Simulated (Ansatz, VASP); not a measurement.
MgO in VASP and in Ansatz

```xyz
12
Lattice="5.5231 0.0000 0.0000 0.0000 5.5231 0.0000 0.0000 0.0000 5.5231" Properties=species:S:1:pos:R:3 pbc="T T T"
Mg    1.3808   -0.0443    2.7615
Mg    0.0000    2.8058    1.3808
Mg    2.7615    4.1423    0.0000
Mg    4.1423   -0.0443    2.7615
Mg    0.0000    2.8058    4.1423
Mg    2.7615    1.3808    0.0000
O     1.3808    2.6751    0.0000
O     2.7615    0.0864    1.3808
O     0.0000    4.1423    2.7615
O     4.1423    2.6751    0.0000
O     2.7615    0.0864    4.1423
O     0.0000    1.3808    2.7615
```

Change from the starting cell: mode 14 frozen in at +0.000 Å and mode 24 at -0.086 Å (largest displacements).

Alike in both runs: task single point; functional LDA; k mesh 4 × 4 × 4; occupations gaussian, width 0.05 eV; no spin polarisation.

|  | VASP | Ansatz |
| --- | --- | --- |
| version | VASP 6.6.1 | Ansatz 0.2.0 |
| potentials or method | VASP PAW LDA potentials, release 64 (Mg, O), cutoff 520 eV | scalar-relativistic, plane waves, PAW |
| valence electrons in the cell | 48 | 96 |

```csv
,VASP,Ansatz,Ansatz less VASP
gap on the k mesh at the Fermi level (eV),2.76,2.77,+0.013
least direct gap on the mesh (eV),2.77,2.78,+0.012
pressure (GPa),-0.5,0.2,+0.70
"traceless stress, the component that is largest in VASP (GPa)",-0.24,-0.25,-0.007
rms of the force components (eV/Å),0.580,0.567,-0.0124
```

Ansatz warns that its potentials were made for another functional, while VASP's fit it. LDA's correlation is that of Perdew and Zunger in VASP and of Perdew and Wang (1992) in Ansatz. Atom by atom the forces differ by 0.013 eV/Å (rms over components). VASP's potentials hold 48 valence electrons a cell and Ansatz's 96, so a difference there can come from the potentials and not from the codes.
